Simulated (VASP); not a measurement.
# Y2C (R-3m) in VASP: a series of runs

Runs on Y2C. Level: LDA. Tasks: electric field gradients.

Everything below comes from runs of VASP 6.6.1. Logs are shortened: lines on timing, memory, paths and dates and some standing lists are left out, and cuts for length are marked.

### Step 1. The cell of the first run

Symmetry: R-3m, No. 166, trigonal system. Conventional cell: a = 3.625 Å, b = 3.625 Å, c = 17.964 Å, α = 90.00°, β = 90.00°, γ = 120.00°. Y (site symmetry 3m) has 3 C at 2.49 Å and 9 Y at 3.42 to 3.62 Å within 3.7 Å. Within 3.3 Å of C (site symmetry -3m) lie 6 Y at 2.49 Å.

### Step 2. Electric field gradients, LDA

The input, INCAR:

```
SYSTEM = Y2C
ALGO = Normal
EDIFF = 1E-8
ENCUT = 520
GGA = CA
ISIF = 2
ISMEAR = -1
LASPH = .True.
LCHARG = .False.
LEFG = .True.
LREAL = .False.
LWAVE = .False.
NBANDS = 20
NELM = 80
PREC = Accurate
SIGMA = 0.05
```

The input, KPOINTS:

```
k-points
0
Gamma
  10 10 10
  0 0 0
```

The input, POSCAR:

```
Y2C
1.0
    1.8124150000      1.0463982881      5.9880000000
   -1.8124150000      1.0463982881      5.9880000000
    0.0000000000     -2.0927965763      5.9880000000
Y C
2 1
Direct
    0.2579300000      0.2579300000      0.2579300000
    0.7420700000      0.7420700000      0.7420700000
    0.0000000000      0.0000000000      0.0000000000
```

Potentials or basis: VASP PAW LDA potentials, release 64 (Y_sv, C).

Launch:

```sh
$ cat potpaw_LDA.64/Y_sv/POTCAR potpaw_LDA.64/C/POTCAR > POTCAR
$ mpirun -np 1 vasp_std > vasp.out
```

OUTCAR:

```text
SYSTEM = Y2C
   EDIFF = 1E-8
   ENCUT = 520
   GGA = CA
   ISIF = 2
   ISMEAR = -1
   LASPH = .True.
   LREAL = .False.
   NELM = 80
   PREC = Accurate

 ion  position               nearest neighbor table
   1  0.258  0.258  0.258-   3 2.49   3 2.49   3 2.49   2 3.42   2 3.42   2 3.42   2 3.89   2 3.89
                             2 3.89
   2  0.742  0.742  0.742-   3 2.49   3 2.49   3 2.49   1 3.42   1 3.42   1 3.42   1 3.89   1 3.89
                             1 3.89
   3  0.000  0.000  0.000-   2 2.49   2 2.49   1 2.49   1 2.49   2 2.49   1 2.49

  LATTYP: Found a trigonal (rhomboedric) cell.
 ALAT       =     6.3431807092
 COS(alpha) =     0.8367207025

  Lattice vectors:

 A1 = (   1.8124150000,   1.0463982881,   5.9880000000)
 A2 = (  -1.8124150000,   1.0463982881,   5.9880000000)
 A3 = (   0.0000000000,  -2.0927965763,   5.9880000000)

Analysis of symmetry for initial positions (statically):
=====================================================================
 Subroutine PRICEL returns:
 Original cell was already a primitive cell.

 Routine SETGRP: Setting up the symmetry group for a
 trigonal (rhombohedral) supercell.

 Subroutine GETGRP returns: Found 12 space group operations
 (whereof 12 operations were pure point group operations)
 out of a pool of 12 trial point group operations.

The static configuration has the point symmetry D_3d.

Analysis of symmetry for dynamics (positions and initial velocities):
=====================================================================
 Subroutine PRICEL returns:
 Original cell was already a primitive cell.

 Routine SETGRP: Setting up the symmetry group for a
 trigonal (rhombohedral) supercell.

 Subroutine GETGRP returns: Found 12 space group operations
 (whereof 12 operations were pure point group operations)
 out of a pool of 12 trial point group operations.

The dynamic configuration has the point symmetry D_3d.

 Subroutine INISYM returns: Found 12 space group operations
 (whereof 12 operations are pure point group operations),
 and found     1 'primitive' translations

----------------------------------------------------------------------------------------

                                     Primitive cell

  volume of cell :      68.1377

  direct lattice vectors                    reciprocal lattice vectors
     1.812415000  1.046398288  5.988000000     0.275875007  0.159276509  0.055666889
    -1.812415000  1.046398288  5.988000000    -0.275875007  0.159276509  0.055666889
     0.000000000 -2.092796576  5.988000000     0.000000000 -0.318553019  0.055666889

  length of vectors
     6.343180709  6.343180709  6.343180709     0.323380315  0.323380315  0.323380315

  position of ions in fractional coordinates (direct lattice)
     0.257930000  0.257930000  0.257930000
     0.742070000  0.742070000  0.742070000
     0.000000000  0.000000000  0.000000000

  ion indices of the primitive-cell ions
   primitive index   ion index
                 1           1
                 2           2
                 3           3

----------------------------------------------------------------------------------------

 KPOINTS: k-points

Automatic generation of k-mesh.
 Grid dimensions read from file:
 generate k-points for:   10   10   10

 Generating k-lattice:

  Cartesian coordinates                     Fractional coordinates (reciprocal lattice)
     0.027587501  0.015927651  0.005566689     0.100000000 -0.000000000  0.000000000
    -0.027587501  0.015927651  0.005566689    -0.000000000  0.100000000  0.000000000
     0.000000000 -0.031855302  0.005566689     0.000000000  0.000000000  0.100000000

  Length of vectors
     0.032338032  0.032338032  0.032338032

  Shift w.r.t. Gamma in fractional coordinates (k-lattice)
     0.000000000  0.000000000  0.000000000

 Subroutine IBZKPT returns following result:
 ===========================================

 Found    116 irreducible k-points:

 Following reciprocal coordinates:
            Coordinates               Weight
  0.000000  0.000000  0.000000      1.000000
  0.100000 -0.000000  0.000000      6.000000
  0.200000 -0.000000  0.000000      6.000000
  0.300000 -0.000000  0.000000      6.000000
  0.400000 -0.000000  0.000000      6.000000
  0.500000 -0.000000  0.000000      3.000000
[... 16 lines left out ...]
  0.300000  0.300000  0.000000      6.000000
  0.400000  0.300000  0.000000     12.000000
 [... further k-points ...]
   k-points           NKPTS =    116   k-points in BZ     NKDIM =    116   number of bands    NBANDS=     20
   number of dos      NEDOS =    301   number of ions     NIONS =      3
   total plane-waves  NPLWV = 110592
   dimension x,y,z NGX =    48 NGY =   48 NGZ =   48
   dimension x,y,z NGXF=    96 NGYF=   96 NGZF=   96
   ions per type =               2   1
   NGX,Y,Z   is equivalent  to a cutoff of  12.58, 12.58, 12.58 a.u.
   NGXF,Y,Z  is equivalent  to a cutoff of  25.16, 25.16, 25.16 a.u.
 SYSTEM =  Y2C
   PREC   = accura    normal or accurate (medium, high low for compatibility)
   ISTART =      0    job   : 0-new  1-cont  2-samecut
   ICHARG =      2    charge: 1-file 2-atom 10-const
   ISPIN  =      1    spin polarized calculation?
   LNONCOLLINEAR =      F non collinear calculations
   LSORBIT =      F    spin-orbit coupling
   LASPH  =      T    aspherical Exc in radial PAW
   ENCUT  =  520.0 eV  38.22 Ry    6.18 a.u.  11.79 11.79 11.79*2*pi/ulx,y,z
   NELM   =     80;   NELMIN=  2; NELMDL= -5     # of ELM steps
   EDIFF  = 0.1E-07   stopping-criterion for ELM
   LREAL  =      F    real-space projection
   EDIFFG = 0.1E-06   stopping-criterion for IOM
   NSW    =      0    number of steps for IOM
   IBRION =     -1    ionic relax: 0-MD 1-quasi-New 2-CG
   NFREE  =      0    steps in history (QN), initial steepest desc. (CG)
   ISIF   =      2    stress and relaxation
   ISYM   =      2    0-nonsym 1-usesym 2-fastsym
   POTIM  = 0.5000    time-step for ionic-motion
   TEBEG  =    0.0;   TEEND  =   0.0 temperature during run
   PSTRESS=    0.0 pullay stress
   NELECT =      26.0000    total number of electrons
   NUPDOWN=      -1.0000    fix difference up-down
   EMIN   =  10.00;   EMAX   =-10.00  energy-range for DOS
   EFERMI =   0.00;   METHOD = LEGACY
   ISMEAR =    -1;   SIGMA  =   0.05  broadening in eV -4-tet -1-fermi 0-gaus
   EFERMI_NEDOS =   21; number of points for ismear=-14 and -15
   IALGO  =     38    algorithm
   IMIX   =      4    mixing-type and parameters
     AMIX     =   0.40;   BMIX     =  1.00
     AMIX_MAG =   1.60;   BMIX_MAG =  1.00
  volume/ion in A,a.u.               =      22.71       153.27
  Fermi-wavevector in a.u.,A,eV,Ry     =   1.187417  2.243893 19.183669  1.409960
  Thomas-Fermi vector in A             =   2.323569
   LORBIT       =      0    0 simple, 1 ext, 2 COOP (PROOUT), +10 PAW based schemes
   GGA     = CA    functional components
   LHFCALC =     F    Hartree Fock is set to
   AEXX    =    0.0000 exact exchange contribution
   IVDW    =     0    specifies the selected vdW correction
   LEPSILON=     F    determine dielectric tensor
   LRPA    =     F    only Hartree local field effects (RPA)
 non-spin polarized calculation
  energy-cutoff  :      520.00
  volume of cell :       68.14
 maximum number of plane-waves:      1853
   NGX = 23   NGY = 23   NGZ = 23

 number of electron      26.0000000 magnetization

 Free energy of the ion-electron system (eV)
  ---------------------------------------------------
  ext. energy  EPLUGINS =         0.00000000
  ---------------------------------------------------
  free energy    TOTEN  =       -24.91571599 eV

  energy without entropy =      -24.89016538  energy(sigma->0) =      -24.90294068

 E-fermi :   3.1404     XC(G=0): -10.1009

 val. band max:        3.1281860797   @ k =  -0.4000   0.5000   0.1000
 cond. band min:       3.1441445817   @ k =  -0.2000   0.5000   0.1000
 fundamental gap:      0.0159585020
 Fermi energy:         3.1404003276

 k-point     1 :       0.0000    0.0000    0.0000
  band No.  band energies     occupation
      1     -38.6353      2.00000
      2     -38.5605      2.00000
      3     -19.1204      2.00000
      4     -18.5885      2.00000
      5     -18.5885      2.00000
      6     -18.5137      2.00000
[... 12 lines left out ...]
     19       7.2782      0.00000
[... 513 lines left out ...]
      4     -18.9816      2.00000
      5     -18.7586      2.00000
      6     -18.6975      2.00000
[... 12 lines left out ...]
     19       8.1853      0.00000
     20       8.6415      0.00000

 [... further k-points ...]

------------------------ aborting loop because EDIFF is reached ----------------------------------------

  FORCE on cell =-STRESS in cart. coord.  units (eV):
  Direction    XX          YY          ZZ          XY          YZ          ZX
  --------------------------------------------------------------------------------------
  -------------------------------------------------------------------------------------
  Total       -2.4989951     -2.4989951     -1.5571380      0.0000000      0.0000000      0.0000000
  in kB      -58.7608784    -58.7608784    -36.6142359      0.0000000      0.0000000      0.0000000
  external PRESSURE =     -51.3786642 kB  Pullay stress =       0.0000000 kB

 VOLUME and BASIS-vectors are now :
 -----------------------------------------------------------------------------
  energy-cutoff  :      520.00
  volume of cell :       68.14
      direct lattice vectors                 reciprocal lattice vectors
     1.812415000  1.046398288  5.988000000     0.275875007  0.159276509  0.055666889
    -1.812415000  1.046398288  5.988000000    -0.275875007  0.159276509  0.055666889
     0.000000000 -2.092796576  5.988000000     0.000000000 -0.318553019  0.055666889

 POSITION                                       TOTAL-FORCE (eV/Angst)
 -----------------------------------------------------------------------------------
      0.00000     -0.00000      4.63345         0.000000     -0.000000      0.696231
      0.00000     -0.00000     13.33055         0.000000      0.000000     -0.696231
      0.00000      0.00000      0.00000        -0.000000     -0.000000     -0.000000
 -----------------------------------------------------------------------------------
    total drift:                                0.000000      0.000000     -0.000000

  FREE ENERGIE OF THE ION-ELECTRON SYSTEM (eV)
  ---------------------------------------------------
  free  energy   TOTEN  =       -24.9157159944 eV

  energy  without entropy=      -24.8901653755  energy(sigma->0) =      -24.90294068

 Electric field gradients (V/A^2)
---------------------------------------------------------------------
 ion       V_xx      V_yy      V_zz      V_xy      V_xz      V_yz
---------------------------------------------------------------------
   1       7.296     7.296   -14.591    -0.000     0.000     0.000
   2       7.296     7.296   -14.591    -0.000    -0.000     0.000
   3      -3.825    -3.825     7.650     0.000    -0.000     0.000
---------------------------------------------------------------------

 Electric field gradients after diagonalization (V/A^2)
 (convention: |V_zz| > |V_xx| > |V_yy|)
----------------------------------------------------------------------
 ion       V_xx      V_yy      V_zz     asymmetry (V_yy - V_xx)/ V_zz
----------------------------------------------------------------------
   1       7.296     7.296   -14.591       0.000
   2       7.296     7.296   -14.591       0.000
   3      -3.825    -3.825     7.650       0.000
----------------------------------------------------------------------

           NMR quadrupolar parameters

 Cq : quadrupolar parameter    Cq=e*Q*V_zz/h
 eta: asymmetry parameters     (V_yy - V_xx)/ V_zz
 Q  : nuclear electric quadrupole moment in mb (millibarn)
----------------------------------------------------------------------
 ion       Cq(MHz)       eta       Q (mb)
----------------------------------------------------------------------
   1      -0.035       0.000       1.000
   2      -0.035       0.000       1.000
   3       0.018       0.000       1.000
----------------------------------------------------------------------
```

Wall time 9.1 min (1 thread of Intel Xeon 8259CL, shared host); peak memory 0.38 GiB.

What came out:

```
Free energy                             : -24.9157 eV
Pressure                                : -5.1 GPa
Largest force                           : 0.696 eV/Å
Band gap on the k mesh                  : zero (bands 13 and 14 overlap by 0.29 eV)
Largest electric field gradient by atom : Y -14.6; C +7.7 V/Å²
```

Forces on the atoms (eV/Å):
```
Y    0.000  0.000  0.696
Y    0.000  0.000 -0.696
C    0.000  0.000  0.000
```

Electric field gradients, principal values (V/Å²):
| atom | least | middle | greatest (by size) |
| --- | --- | --- | --- |
| 1 Y | 7.296 | 7.296 | -14.591 |
| 2 Y | 7.296 | 7.296 | -14.591 |
| 3 C | -3.825 | -3.825 | 7.650 |

Caveat: the cell stands under tension; without QUAD_EFG the Cq values of the log hold for a quadrupole moment of 1 mb, not for the nuclei.

### Step 3. Electric field gradients, LDA

The input, INCAR:

```
SYSTEM = Y2C
PREC = Accurate
ENCUT = 520
EDIFF = 1E-8
ISMEAR = -1
SIGMA = 0.05
LREAL = .FALSE.
LASPH = .TRUE.
NELM = 60
ALGO = Normal
ISIF = 2
LWAVE = .FALSE.
LCHARG = .FALSE.
LEFG = .TRUE.
NBANDS = 20
```

The input, KPOINTS:

```
Automatic mesh
0
G
  10 10 10
  0 0 0
```

POSCAR is that of step 2.

Potentials or basis: VASP PAW LDA potentials, release 64 (Y_sv, C).

Launch:

```sh
$ cat potpaw_LDA.64/Y_sv/POTCAR potpaw_LDA.64/C/POTCAR > POTCAR
$ mpirun -np 1 vasp_std > vasp.out
```

OUTCAR:

```text
SYSTEM = Y2C
   PREC = Accurate
   ENCUT = 520
   EDIFF = 1E-8
   ISMEAR = -1
   LREAL = .FALSE.
   LASPH = .TRUE.
   NELM = 60
   ISIF = 2

 ion  position               nearest neighbor table
   1  0.258  0.258  0.258-   3 2.49   3 2.49   3 2.49   2 3.42   2 3.42   2 3.42   2 3.89   2 3.89
                             2 3.89
   2  0.742  0.742  0.742-   3 2.49   3 2.49   3 2.49   1 3.42   1 3.42   1 3.42   1 3.89   1 3.89
                             1 3.89
   3  0.000  0.000  0.000-   2 2.49   2 2.49   1 2.49   1 2.49   2 2.49   1 2.49

  LATTYP: Found a trigonal (rhomboedric) cell.
 ALAT       =     6.3431807092
 COS(alpha) =     0.8367207025

[... 775 lines left out ...]
 Electric field gradients (V/A^2)
---------------------------------------------------------------------
 ion       V_xx      V_yy      V_zz      V_xy      V_xz      V_yz
---------------------------------------------------------------------
   1       7.296     7.296   -14.591    -0.000     0.000     0.000
   2       7.296     7.296   -14.591    -0.000    -0.000     0.000
   3      -3.825    -3.825     7.650     0.000    -0.000     0.000
---------------------------------------------------------------------

 Electric field gradients after diagonalization (V/A^2)
 (convention: |V_zz| > |V_xx| > |V_yy|)
----------------------------------------------------------------------
 ion       V_xx      V_yy      V_zz     asymmetry (V_yy - V_xx)/ V_zz
----------------------------------------------------------------------
   1       7.296     7.296   -14.591       0.000
   2       7.296     7.296   -14.591       0.000
   3      -3.825    -3.825     7.650       0.000
----------------------------------------------------------------------

           NMR quadrupolar parameters

 Cq : quadrupolar parameter    Cq=e*Q*V_zz/h
 eta: asymmetry parameters     (V_yy - V_xx)/ V_zz
 Q  : nuclear electric quadrupole moment in mb (millibarn)
----------------------------------------------------------------------
 ion       Cq(MHz)       eta       Q (mb)
----------------------------------------------------------------------
   1      -0.035       0.000       1.000
   2      -0.035       0.000       1.000
   3       0.018       0.000       1.000
----------------------------------------------------------------------
```

OSZICAR:

```text
N       E                     dE             d eps       ncg     rms          rms(c)
DAV:   1     0.108301405422E+03    0.10830E+03   -0.13322E+04  4656   0.125E+03
DAV:   2    -0.207561675979E+02   -0.12906E+03   -0.12561E+03  5900   0.280E+02
DAV:   3    -0.303152061956E+02   -0.95590E+01   -0.94706E+01  7636   0.525E+01
DAV:   4    -0.307378479059E+02   -0.42264E+00   -0.42117E+00  6400   0.997E+00
DAV:   5    -0.307467030117E+02   -0.88551E-02   -0.88534E-02  6580   0.137E+00    0.407E+01
DAV:   6    -0.252061962234E+02    0.55405E+01   -0.45500E+01  5268   0.238E+01    0.356E+01
DAV:   7    -0.249540223415E+02    0.25217E+00   -0.31455E+00  5640   0.748E+00    0.225E+01
DAV:   8    -0.249263368231E+02    0.27686E-01   -0.42098E-01  6076   0.359E+00    0.365E+00
DAV:   9    -0.249165897588E+02    0.97471E-02   -0.10085E-01  6148   0.138E+00    0.954E-01
DAV:  10    -0.249157477137E+02    0.84205E-03   -0.55701E-03  5972   0.424E-01    0.321E-01
DAV:  11    -0.249157243465E+02    0.23367E-04   -0.62968E-04  6796   0.164E-01    0.884E-02
DAV:  12    -0.249157153315E+02    0.90150E-05   -0.11257E-04  6956   0.660E-02    0.133E-02
DAV:  13    -0.249157159100E+02   -0.57850E-06   -0.40316E-06  5932   0.145E-02    0.128E-02
DAV:  14    -0.249157160006E+02   -0.90682E-07   -0.14232E-06  5648   0.744E-03    0.159E-03
DAV:  15    -0.249157159942E+02    0.64483E-08   -0.10944E-07  5872   0.232E-03    0.523E-04
DAV:  16    -0.249157159944E+02   -0.23556E-09   -0.74428E-09  3792   0.566E-04
   1 F= -.24915716E+02 E0= -.24902941E+02  d E =-.255506E-01
```

stdout:

```text
POSCAR found type information on POSCAR Y C
 POSCAR found :  2 types and       3 ions
 scaLAPACK will be used
 LDA part: xc-table for (Slater(with rela. corr.)+CA(PZ))
 , standard interpolation
 POSCAR, INCAR and KPOINTS ok, starting setup
 FFT: planning ... GRIDC
 FFT: planning ... GRID_SOFT
 FFT: planning ... GRID
 WAVECAR not read
 entering main loop
ion   1

ion   2

ion   3
```

Run time: 9.6 min. Hardware: 1 thread of Intel Xeon 8259CL, shared host; peak memory 0.38 GiB.

What came out:

* Free energy: -24.9157 eV
* Pressure: -5.1 GPa
* Largest force: 0.696 eV/Å
* Band gap on the k mesh: zero (bands 13 and 14 overlap by 0.29 eV)
* Largest electric field gradient by atom: Y -14.6; C +7.7 V/Å²

Forces on the atoms (eV/Å):
```
Y    0.000  0.000  0.696
Y    0.000  0.000 -0.696
C    0.000  0.000  0.000
```

Stress tensor (GPa, compression positive):
```
-5.88  0.00  0.00
 0.00 -5.88  0.00
 0.00  0.00 -3.66
```

Electric field gradients, principal values (V/Å²):
| atom | least | middle | greatest (by size) |
| --- | --- | --- | --- |
| 1 Y | 7.296 | 7.296 | -14.591 |
| 2 Y | 7.296 | 7.296 | -14.591 |
| 3 C | -3.825 | -3.825 | 7.650 |

Caveat: the cell stands under tension; without QUAD_EFG the Cq values of the log hold for a quadrupole moment of 1 mb, not for the nuclei.
